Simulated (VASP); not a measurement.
Set up this calculation in VASP 6.6.1, as the native input.

```yaml
Task: single point
Functional: r2SCAN
Potentials_or_basis: VASP PAW PBE potentials, release 64 (Al, Ga_d, N)
Cutoff: 520 eV
k_mesh: 8 × 8 × 6
Occupations: gaussian, width 0.05 eV
Spin: no spin polarisation
Dipole_correction: no
Further_INCAR_settings: ALGO = Normal; EDIFF = 1e-06; NBANDS = 21
```

Crystal: AlGaN2.

```xyz
4
Lattice="3.2351 0.0000 0.0000 0.0000 3.2351 0.0000 0.0000 0.0000 4.3575" Properties=species:S:1:pos:R:3 pbc="T T T"
Al    1.6176    1.6176    2.1787
Ga    0.0000    0.0000    0.0000
N     1.6176    0.0000    3.2170
N     0.0000    1.6176    1.1405
```

This cell differs from its parent crystal: strain +0.030 along x and y, -0.015 along z.

These files were run (other wordings do the same):

POSCAR

```
AlGaN2
1.0
    3.2351033602      0.0000000000      0.0000000000
    0.0000000000      3.2351033602      0.0000000000
    0.0000000000      0.0000000000      4.3574803709
Al Ga N
1 1 2
Direct
    0.5000000000      0.5000000000      0.5000000000
    0.0000000000      0.0000000000      0.0000000000
    0.5000000000      0.0000000000      0.7382648100
    0.0000000000      0.5000000000      0.2617351900
```

INCAR.step1

```
  ALGO = Normal
  EDIFF = 1E-4
  ENCUT = 520
  GGA = PE
  ISMEAR = 0
  LASPH = T
  LCHARG = F
  LREAL = F
  LWAVE = T
  NBANDS = 21
  NELM = 80
  PREC = Accurate
  SIGMA = 0.05
```

INCAR.step2

```
  ALGO = Normal
  EDIFF = 1E-6
  ENCUT = 520
  ISIF = 2
  ISMEAR = 0
  ISTART = 1
  LASPH = T
  LCHARG = T
  LELF = T
  LMIXTAU = T
  LREAL = F
  LVHAR = T
  LWAVE = F
  METAGGA = R2SCAN
  NBANDS = 21
  NELM = 80
  PREC = Accurate
  SIGMA = 0.05
```

KPOINTS

```
k-points
0
Gamma
  8 8 6
```

Potentials or basis: VASP PAW PBE potentials, release 64 (Al, Ga_d, N).

The run is started by

```sh
$ cat potpaw_PBE.64/Al/POTCAR potpaw_PBE.64/Ga_d/POTCAR potpaw_PBE.64/N/POTCAR > POTCAR
$ cp INCAR.step1 INCAR
$ mpirun -np 1 vasp_std > vasp.out
$ cp INCAR.step2 INCAR
$ mpirun -np 1 vasp_std > vasp.out
```

Results of the run:

```yaml
Pressure: -8.4 GPa
Largest_force: 0.064 eV/Å
Band_gap_on_the_k_mesh: 3.07 eV, direct
```

Caveat: the cell differs from its parent crystal (strain +0.030 along x and y, -0.015 along z); the PAW data sets were made with another functional, which shifts forces and pressure a little.

It took 52 s on 1 thread of Intel(R) Xeon(R) 6975P-C (Granite Rapids), on a shared host, peak memory 0.2 GiB.
